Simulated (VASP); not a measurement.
# Ta2O in VASP: single point with r2SCAN

Aim: the single point of Ta2O with r2SCAN.

Everything below comes from runs of VASP 6.6.1. Logs are shortened: lines on timing, memory, paths and dates and some standing lists are left out, and cuts for length are marked.

## 1. The cell of the first run

The typed cell holds 3 atoms: a = 3.110 Å, b = 3.110 Å, c = 4.953 Å, α = 90.00°, β = 90.00°, γ = 120.00°.

## 2. Single point, r2SCAN

File POSCAR:

```
Ta2O
1.0
    3.1100630000      0.0000000000      0.0000000000
   -1.5550310000      2.6933950000      0.0000000000
    0.0000000000      0.0000000000      4.9530290000
Ta O
2 1
Direct
    0.3333000000      0.6667000000      0.2520100000
    0.6667000000      0.3333000000      0.7479900000
    0.0000000000      0.0000000000      0.0000000000
```

File INCAR.step1:

```
SYSTEM = Ta2O
PREC     = Accurate       ! precision mode
ENCUT    = 520            ! plane-wave cutoff, eV
ISMEAR   = -1             ! smearing method
SIGMA    = 0.1            ! smearing width, eV
LREAL    = .FALSE.        ! projectors in reciprocal space
LASPH    = .TRUE.         ! aspherical terms in the spheres
NELM     = 100            ! most SCF steps
NBANDS   = 21             ! bands
GGA      = PE             ! functional
ALGO     = Normal         ! electronic algorithm
EDIFF    = 1E-4           ! SCF threshold, eV
LWAVE    = .TRUE.         ! write WAVECAR
LCHARG   = .FALSE.        ! write CHGCAR
```

File INCAR.step2:

```
SYSTEM = Ta2O
PREC     = Accurate       ! precision mode
ENCUT    = 520            ! plane-wave cutoff, eV
EDIFF    = 1E-6           ! SCF threshold, eV
ISMEAR   = -1             ! smearing method
SIGMA    = 0.1            ! smearing width, eV
LREAL    = .FALSE.        ! projectors in reciprocal space
LASPH    = .TRUE.         ! aspherical terms in the spheres
NELM     = 100            ! most SCF steps
ALGO     = Normal         ! electronic algorithm
ISIF     = 2              ! what is computed and relaxed
LWAVE    = .FALSE.        ! write WAVECAR
LCHARG   = .FALSE.        ! write CHGCAR
METAGGA  = R2SCAN         ! meta-GGA
LMIXTAU  = .TRUE.       
NBANDS   = 21             ! bands
ISTART   = 1
```

File KPOINTS:

```
regular mesh
0
G
  12 12 7
  0 0 0
```

Potentials or basis: VASP PAW PBE potentials, release 64 (Ta_pv, O).

Launch:

```
$ cat potpaw_PBE.64/Ta_pv/POTCAR potpaw_PBE.64/O/POTCAR > POTCAR
$ cp INCAR.step1 INCAR
$ mpirun -np 1 vasp_std > vasp.out
$ cp INCAR.step2 INCAR
$ mpirun -np 1 vasp_std > vasp.out
```

OUTCAR:

```text
SYSTEM = Ta2O
   PREC = Accurate
   ENCUT = 520
   EDIFF = 1E-6
   ISMEAR = -1
   LREAL = .FALSE.
   LASPH = .TRUE.
   NELM = 100
   ISIF = 2
   METAGGA = R2SCAN
   ISTART = 1

 ion  position               nearest neighbor table
   1  0.333  0.667  0.252-   3 2.19   3 2.19   3 2.19   2 3.04   2 3.04   2 3.04   2 3.08   2 3.08
                             2 3.08
   2  0.667  0.333  0.748-   3 2.19   3 2.19   3 2.19   1 3.04   1 3.04   1 3.04   1 3.08   1 3.08
                             1 3.08
   3  0.000  0.000  0.000-   1 2.19   2 2.19   2 2.19   1 2.19   2 2.19   1 2.19

  LATTYP: Found a hexagonal cell.
 ALAT       =     3.1100630000
 C/A-ratio  =     1.5925815651

  Lattice vectors:

 A1 = (   3.1100630000,   0.0000000000,   0.0000000000)
 A2 = (  -1.5550310000,   2.6933950000,   0.0000000000)
 A3 = (   0.0000000000,   0.0000000000,   4.9530290000)

Analysis of symmetry for initial positions (statically):
=====================================================================
 Subroutine PRICEL returns:
 Original cell was already a primitive cell.

 Routine SETGRP: Setting up the symmetry group for a
 hexagonal supercell.

 Subroutine GETGRP returns: Found  4 space group operations
 (whereof  4 operations were pure point group operations)
 out of a pool of 24 trial point group operations.

The static configuration has the point symmetry C_2h.

Analysis of symmetry for dynamics (positions and initial velocities):
=====================================================================
 Subroutine PRICEL returns:
 Original cell was already a primitive cell.

 Routine SETGRP: Setting up the symmetry group for a
 hexagonal supercell.

 Subroutine GETGRP returns: Found  4 space group operations
 (whereof  4 operations were pure point group operations)
 out of a pool of 24 trial point group operations.

The dynamic configuration has the point symmetry C_2h.

 Subroutine INISYM returns: Found  4 space group operations
 (whereof  4 operations are pure point group operations),
 and found     1 'primitive' translations

----------------------------------------------------------------------------------------

                                     Primitive cell

  volume of cell :      41.4897

  direct lattice vectors                    reciprocal lattice vectors
     3.110063000  0.000000000  0.000000000     0.321536895  0.185639254  0.000000000
    -1.555031000  2.693395000  0.000000000     0.000000000  0.371278628  0.000000000
     0.000000000  0.000000000  4.953029000     0.000000000  0.000000000  0.201896658

  length of vectors
     3.110063000  3.110063992  4.953029000     0.371278746  0.371278628  0.201896658

  position of ions in fractional coordinates (direct lattice)
     0.333300000  0.666700000  0.252010000
     0.666700000  0.333300000  0.747990000
     0.000000000  0.000000000  0.000000000

  ion indices of the primitive-cell ions
   primitive index   ion index
                 1           1
                 2           2
                 3           3

----------------------------------------------------------------------------------------

 KPOINTS: regular mesh

Automatic generation of k-mesh.
 Grid dimensions read from file:
 generate k-points for:   12   12    7

 Generating k-lattice:

  Cartesian coordinates                     Fractional coordinates (reciprocal lattice)
     0.026794741  0.015469938  0.000000000     0.083333333 -0.000000000  0.000000000
     0.000000000  0.030939886  0.000000000     0.000000000  0.083333333  0.000000000
     0.000000000  0.000000000  0.028842380     0.000000000  0.000000000  0.142857143

  Length of vectors
     0.030939896  0.030939886  0.028842380

  Shift w.r.t. Gamma in fractional coordinates (k-lattice)
     0.000000000  0.000000000  0.000000000

 Subroutine IBZKPT returns following result:
 ===========================================

 Found    277 irreducible k-points:

 Following reciprocal coordinates:
            Coordinates               Weight
  0.000000  0.000000  0.000000      1.000000
  0.083333 -0.000000  0.000000      4.000000
 -0.083333  0.083333  0.000000      2.000000
  0.166667 -0.000000  0.000000      4.000000
 -0.166667  0.166667  0.000000      2.000000
  0.250000 -0.000000  0.000000      4.000000
[... 16 lines left out ...]
 -0.083333  0.416667  0.000000      4.000000
 -0.416667  0.333333  0.000000      4.000000
 [... further k-points ...]
   k-points           NKPTS =    277   k-points in BZ     NKDIM =    277   number of bands    NBANDS=     21
   number of dos      NEDOS =    301   number of ions     NIONS =      3
   total plane-waves  NPLWV =  23040
   dimension x,y,z NGX =    24 NGY =   24 NGZ =   40
   dimension x,y,z NGXF=    48 NGYF=   48 NGZF=   80
   ions per type =               2   1
   NGX,Y,Z   is equivalent  to a cutoff of  12.83, 12.83, 13.43 a.u.
   NGXF,Y,Z  is equivalent  to a cutoff of  25.66, 25.66, 26.85 a.u.
 SYSTEM =  Ta2O
   PREC   = accura    normal or accurate (medium, high low for compatibility)
   ISTART =      1    job   : 0-new  1-cont  2-samecut
   ICHARG =      0    charge: 1-file 2-atom 10-const
   ISPIN  =      1    spin polarized calculation?
   LNONCOLLINEAR =      F non collinear calculations
   LSORBIT =      F    spin-orbit coupling
   LASPH  =      T    aspherical Exc in radial PAW
   ENCUT  =  520.0 eV  38.22 Ry    6.18 a.u.   5.78  5.78  9.21*2*pi/ulx,y,z
   NELM   =    100;   NELMIN=  2; NELMDL=  0     # of ELM steps
   EDIFF  = 0.1E-05   stopping-criterion for ELM
   LREAL  =      F    real-space projection
   EDIFFG = 0.1E-04   stopping-criterion for IOM
   NSW    =      0    number of steps for IOM
   IBRION =     -1    ionic relax: 0-MD 1-quasi-New 2-CG
   NFREE  =      0    steps in history (QN), initial steepest desc. (CG)
   ISIF   =      2    stress and relaxation
   ISYM   =      2    0-nonsym 1-usesym 2-fastsym
   POTIM  = 0.5000    time-step for ionic-motion
   TEBEG  =    0.0;   TEEND  =   0.0 temperature during run
   PSTRESS=    0.0 pullay stress
   NELECT =      28.0000    total number of electrons
   NUPDOWN=      -1.0000    fix difference up-down
   EMIN   =  10.00;   EMAX   =-10.00  energy-range for DOS
   EFERMI =   0.00;   METHOD = LEGACY
   ISMEAR =    -1;   SIGMA  =   0.10  broadening in eV -4-tet -1-fermi 0-gaus
   EFERMI_NEDOS =   21; number of points for ismear=-14 and -15
   IALGO  =     38    algorithm
   IMIX   =      4    mixing-type and parameters
     AMIX     =   0.40;   BMIX     =  1.00
     AMIX_MAG =   1.60;   BMIX_MAG =  1.00
  volume/ion in A,a.u.               =      13.83        93.33
  Fermi-wavevector in a.u.,A,eV,Ry     =   1.435977  2.713603 28.055619  2.062030
  Thomas-Fermi vector in A             =   2.555216
   LORBIT       =      0    0 simple, 1 ext, 2 COOP (PROOUT), +10 PAW based schemes
   METAGGA = R2SCAN    functional components
   LHFCALC =     F    Hartree Fock is set to
   AEXX    =    0.0000 exact exchange contribution
   IVDW    =     0    specifies the selected vdW correction
   LEPSILON=     F    determine dielectric tensor
   LRPA    =     F    only Hartree local field effects (RPA)
 non-spin polarized calculation
  energy-cutoff  :      520.00
  volume of cell :       41.49
 maximum number of plane-waves:      1136
   NGX = 11   NGY = 11   NGZ = 19

 number of electron      27.9999997 magnetization

 Free energy of the ion-electron system (eV)
  ---------------------------------------------------
  ext. energy  EPLUGINS =         0.00000000
  ---------------------------------------------------
  free energy    TOTEN  =      -105.83801228 eV

  energy without entropy =     -105.77357045  energy(sigma->0) =     -105.80579136

 E-fermi :   7.5439     XC(G=0): -13.7594

 val. band max:        7.5312233991   @ k =   0.0833  -0.0000   0.0000
 cond. band min:       7.5462908247   @ k =  -0.2500   0.2500   0.0000
 fundamental gap:      0.0150674256
 Fermi energy:         7.5439455631

 k-point     1 :       0.0000    0.0000    0.0000
  band No.  band energies     occupation
      1     -29.7946      2.00000
      2     -29.0314      2.00000
      3     -29.0313      2.00000
      4     -28.9243      2.00000
      5     -28.9241      2.00000
      6     -28.8397      2.00000
[... 13 lines left out ...]
     20      10.7956      0.00000
     21      13.1111      0.00000

 k-point     2 :       0.0833   -0.0000    0.0000
  band No.  band energies     occupation
      1     -29.7728      2.00000
      2     -29.0740      2.00000
      3     -29.0464      2.00000
      4     -28.9684      2.00000
      5     -28.9278      2.00000
      6     -28.8466      2.00000
[... 13 lines left out ...]
     20      10.7552      0.00000
     21      13.0356      0.00000

 k-point     3 :      -0.0833    0.0833    0.0000
  band No.  band energies     occupation
      1     -29.7728      2.00000
      2     -29.0740      2.00000
      3     -29.0464      2.00000
      4     -28.9685      2.00000
      5     -28.9277      2.00000
      6     -28.8466      2.00000
[... 13 lines left out ...]
     20      10.7555      0.00000
     21      13.0352      0.00000

 k-point     4 :       0.1667   -0.0000    0.0000
  band No.  band energies     occupation
      1     -29.7110      2.00000
      2     -29.1933      2.00000
      3     -29.0850      2.00000
      4     -29.0815      2.00000
      5     -28.9396      2.00000
      6     -28.8683      2.00000
[... 13 lines left out ...]
     20      10.4687      0.00000
     21      12.8219      0.00000

 k-point     5 :      -0.1667    0.1667    0.0000
  band No.  band energies     occupation
      1     -29.7111      2.00000
      2     -29.1933      2.00000
      3     -29.0850      2.00000
      4     -29.0817      2.00000
      5     -28.9395      2.00000
      6     -28.8682      2.00000
[... 13 lines left out ...]
     20      10.4692      0.00000
     21      12.8216      0.00000
[... 382 lines left out ...]
     20      11.3999      0.00000
     21      12.2924      0.00000

 k-point    22 :       0.3333    0.0833    0.0000
  band No.  band energies     occupation
      1     -29.6230      2.00000
      2     -29.4335      2.00000
      3     -29.3893      2.00000
      4     -29.2127      2.00000
      5     -29.0164      2.00000
      6     -28.9940      2.00000
[... 13 lines left out ...]
     20      11.9737      0.00000
     21      12.3572      0.00000

 k-point    23 :      -0.0833    0.4167    0.0000
  band No.  band energies     occupation
      1     -29.6230      2.00000
      2     -29.4336      2.00000
      3     -29.3893      2.00000
      4     -29.2126      2.00000
      5     -29.0164      2.00000
      6     -28.9940      2.00000
[... 13 lines left out ...]
     20      11.9737      0.00000
     21      12.3569      0.00000

 k-point    24 :      -0.4167    0.3333    0.0000
  band No.  band energies     occupation
      1     -29.6231      2.00000
      2     -29.4336      2.00000
      3     -29.3894      2.00000
      4     -29.2126      2.00000
      5     -29.0163      2.00000
      6     -28.9938      2.00000
[... 13 lines left out ...]
     20      11.9732      0.00000
     21      12.3576      0.00000

 [... further k-points ...]
[... 5 lines left out ...]
  --------------------------------------------------------------------------------------
  -------------------------------------------------------------------------------------
  Total       -0.4365380     -0.4379744     -0.6856548     -0.0012436     -0.0010945      0.0018957
  in kB      -16.8574744    -16.9129430    -26.4774389     -0.0480249     -0.0422645      0.0732043
  external PRESSURE =     -20.0826188 kB  Pullay stress =       0.0000000 kB

 VOLUME and BASIS-vectors are now :
 -----------------------------------------------------------------------------
  energy-cutoff  :      520.00
  volume of cell :       41.49
      direct lattice vectors                 reciprocal lattice vectors
     3.110063000  0.000000000  0.000000000     0.321536895  0.185639254  0.000000000
    -1.555031000  2.693395000  0.000000000     0.000000000  0.371278628  0.000000000
     0.000000000  0.000000000  4.953029000     0.000000000  0.000000000  0.201896658

 POSITION                                       TOTAL-FORCE (eV/Angst)
 -----------------------------------------------------------------------------------
     -0.00016      1.79569      1.24821         0.000041     -0.000024      1.659332
      1.55519      0.89771      3.70482        -0.000041      0.000024     -1.659332
      0.00000      0.00000      0.00000        -0.000000      0.000000      0.000000
 -----------------------------------------------------------------------------------
    total drift:                                0.000000      0.000000     -0.000000

  FREE ENERGIE OF THE ION-ELECTRON SYSTEM (eV)
  ---------------------------------------------------
  free  energy   TOTEN  =      -105.8380122773 eV

  energy  without entropy=     -105.7735704507  energy(sigma->0) =     -105.80579136
```

Wall time 5.6 min (1 thread of Intel Xeon 6975P-C (Granite Rapids), shared host); peak memory 0.33 GiB.

Results:

```yaml
Free_energy: -105.8380 eV
Pressure: -2.0 GPa
Largest_force: 1.659 eV/Å
Band_gap_on_the_k_mesh: zero (band 14 reaches 8.28 eV, above the bottom of band 15 at 6.83 eV)
```

Forces in eV/Å, atoms in the order of the input:
```
Ta   0.000  0.000  1.659
Ta   0.000  0.000 -1.659
O    0.000  0.000  0.000
```

Caveat: the PAW data sets were made with another functional, which shifts forces and pressure a little; spin-orbit coupling is left out, which moves the levels of the heavy elements.
